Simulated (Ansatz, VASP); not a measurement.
**CdSe: VASP beside Ansatz**

```
CELL_PARAMETERS angstrom
0.00000 3.06778 3.06778
3.06778 0.00000 3.06778
3.06778 3.06778 0.00000
ATOMIC_POSITIONS crystal
Cd 0.00000 0.00000 0.00000
Se 0.25000 0.25000 0.25000
```

Alike in both runs: task single point; functional r2SCAN; k mesh 8 × 8 × 8; no spin polarisation.

|  | VASP | Ansatz |
| --- | --- | --- |
| version | VASP 6.6.1 | Ansatz 0.2.0 |
| potentials or method | VASP PAW PBE potentials, release 64 (Cd, Se) | plane waves, PAW |
| plane-wave cutoff (eV) | 520 | 500 |
| occupations | gaussian, width 0.01 eV | fixed |
| valence electrons in the cell | 18 | 36 |

VASP gave:

```
gap on the k mesh at the Fermi level (eV) : 1.03
pressure (GPa)                            : 0.2
```

Problem. What did Ansatz give for the same quantities?

Solution. gap on the k mesh at the Fermi level (eV): 1.04; pressure (GPa): -0.1.

VASP's potentials were made for PBE, not for r2SCAN. VASP's potentials hold 18 valence electrons a cell and Ansatz's 36, so a difference there can come from the potentials and not from the codes.
